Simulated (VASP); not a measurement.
Write the native input for VASP 6.6.1 that does the following.

```
Task                   : single point
Functional             : PBE
Potentials or basis    : VASP PAW PBE potentials, release 64 (Li_sv, F)
Cutoff                 : 520 eV
k mesh                 : 9 × 9 × 6
Occupations            : gaussian, width 0.05 eV
Spin                   : no spin polarisation
Dipole correction      : no
Further INCAR settings : ALGO = Normal; EDIFF = 1e-06; NBANDS = 18
```

The structure of LiF lies in POSCAR:

```
LiF
1.0
    3.0467389106      0.0000000000      0.0000000000
   -1.5233694553      2.6385532953      0.0000000000
    0.0000000000      0.0000000000      5.1599570191
Li F
2 2
Direct
    0.3333333333      0.6666666667      0.4014716674
    0.6666666667      0.3333333333      0.9014716674
    0.3333333333      0.6666666667      0.9939266766
    0.6666666667      0.3333333333      0.4939266766
```

This cell differs from its parent crystal: c/a of the conventional cell at fixed volume 1.6936.

These files were run (other wordings do the same):

INCAR

```
SYSTEM = LiF
PREC     = Accurate       ! precision mode
ENCUT    = 520            ! plane-wave cutoff, eV
EDIFF    = 1E-6           ! SCF threshold, eV
ISMEAR   = 0              ! smearing method
SIGMA    = 0.05           ! smearing width, eV
LREAL    = .False.        ! projectors in reciprocal space
LASPH    = .True.         ! aspherical terms in the spheres
NELM     = 60             ! most SCF steps
ALGO     = Normal         ! electronic algorithm
ISIF     = 2              ! what is computed and relaxed
LWAVE    = .False.        ! write WAVECAR
LCHARG   = .False.        ! write CHGCAR
GGA      = PE             ! functional
NBANDS   = 18             ! bands
```

KPOINTS

```
Automatic mesh
0
Gamma
  9 9 6
  0 0 0
```

Potentials or basis: VASP PAW PBE potentials, release 64 (Li_sv, F).

Run with:

```sh
$ cat potpaw_PBE.64/Li_sv/POTCAR potpaw_PBE.64/F/POTCAR > POTCAR
$ mpirun -np 1 vasp_std > vasp.out
```

Results of the run:

| Quantity | Value |
| --- | --- |
| Largest force | 0.318 eV/Å |
| Band gap on the k mesh | 7.56 eV, direct |

Run time: 19 s on 1 thread of Intel(R) Xeon(R) Platinum 8488C (Sapphire Rapids), on a shared host, peak memory 0.16 GiB.
